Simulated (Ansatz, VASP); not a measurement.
# Two plane-wave programs on Pb

POSCAR

```
Pb
1.0
    0.0000000000      2.4946408835      2.4946408835
    2.4946408835      0.0000000000      2.4946408835
    2.4946408835      2.4946408835      0.0000000000
Pb
1
Direct
    0.0000000000      0.0000000000      0.0000000000
```

The input INCAR.step1:

```
SYSTEM = Pb
PREC = Accurate
ENCUT = 520
ISMEAR = 1
SIGMA = 0.01
LREAL = .False.
LASPH = .True.
NELM = 100
NBANDS = 13
GGA = PE
ALGO = Normal
EDIFF = 1E-4
LWAVE = .True.
LCHARG = .False.
```

The input INCAR.step2:

```
SYSTEM = Pb
PREC = Accurate
ENCUT = 520
EDIFF = 1E-7
ISMEAR = 1
SIGMA = 0.01
LREAL = .False.
LASPH = .True.
NELM = 100
ALGO = Normal
ISIF = 2
LWAVE = .False.
LCHARG = .True.
METAGGA = R2SCAN
LMIXTAU = .True.
LELF = .True.
LVHAR = .True.
NBANDS = 13
ISTART = 1
```

KPOINTS

```
Automatic mesh
0
Gamma
  11 11 11
  0 0 0
```

Input for Ansatz:

```yaml
crystal:
  lattice:
    - [0.0, 2.4946408835, 2.4946408835]
    - [2.4946408835, 0.0, 2.4946408835]
    - [2.4946408835, 2.4946408835, 0.0]
  atoms:
    - { symbol: Pb, position: [0.0, 0.0, 0.0] }
hamiltonian:
  xc: r2scan
  pseudopotentials:
    kind: paw
    azcp:
      Pb: "pseudopotentials/Pb.paw.azcp"
basis:
  ecutwfc: 500
  fft_grid_basis: typed
kpoints:
  mp_grid: { grid: [11, 11, 11], shift: [0, 0, 0] }
magnetization:
  spin_polarized: false
scf:
  occupations: { method: methfessel_paxton, width: 0.01 }
  lower_state_search: "off"
output:
  stress: true
```

Alike in both runs: task single point; functional r2SCAN; k mesh 11 × 11 × 11; occupations methfessel-paxton of order 1, width 0.01 eV; no spin polarisation.

|  | VASP | Ansatz |
| --- | --- | --- |
| version | VASP 6.6.1 | Ansatz 0.2.0 |
| potentials or method | VASP PAW PBE potentials, release 64 (Pb_d), cutoff 520 eV | plane waves (500 eV) with PAW, scalar-relativistic |
| valence electrons in the cell | 14 | 14 |

```csv
,VASP,Ansatz,Ansatz less VASP
pressure (GPa),0.0,0.0,+0.01
```

VASP's potentials were made for PBE, not for r2SCAN.

Spin-orbit coupling is off throughout.
